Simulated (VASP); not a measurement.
Input of a VASP 6.6.1 run:

INCAR

```
SYSTEM = TaF3
ALGO = Normal
EDIFF = 1E-6
EDIFFG = -0.01
ENCUT = 600
GGA = PE
IBRION = 2
ISIF = 3
ISMEAR = 0
LASPH = .True.
LCHARG = .False.
LREAL = .False.
LWAVE = .False.
NELM = 100
NSW = 100
PREC = Accurate
SIGMA = 0.1
```

File KPOINTS:

```
k-points
0
Gamma
  12 12 16
  0 0 0
```

File POSCAR:

```
TaF3
1.0
    4.3343349049      0.0000000000      0.0000000000
   -2.1671674524      3.7536441361      0.0000000000
    0.0000000000      0.0000000000      2.8619495976
Ta F
1 3
Direct
    0.0000000000      0.0000000000      0.0000000000
    0.5000000000      0.0000000000      0.0000000000
    0.0000000000      0.5000000000      0.0000000000
    0.5000000000      0.5000000000      0.0000000000
```

Potentials or basis: VASP PAW PBE potentials, release 64 (Ta_pv, F).

Run with:

```console
$ cat potpaw_PBE.64/Ta_pv/POTCAR potpaw_PBE.64/F/POTCAR > POTCAR
$ mpirun -np 1 vasp_std > vasp.out
```

Question: What does it give for the relaxed cell?

Answer: a = 4.332 Å, b = 4.332 Å, c = 2.904 Å, α = 90.00°, β = 90.00°, γ = 120.00°.

Question: Estimate the space group after relaxing (to 0.1 Å).

Answer: P6/mmm (No. 191).

Question: What does it give for the relaxed volume?

Answer: 11.80 Å³/atom.

Question: What does it give for the band gap on the k mesh?

Answer: Zero (bands 16 and 17 overlap by 1.82 eV).

Stress tensor (GPa, compression positive):
```
 0.03  0.00  0.00
 0.00  0.03  0.00
 0.00  0.00 -0.06
```

Caveat: spin-orbit coupling is left out, which moves the levels of the heavy elements.
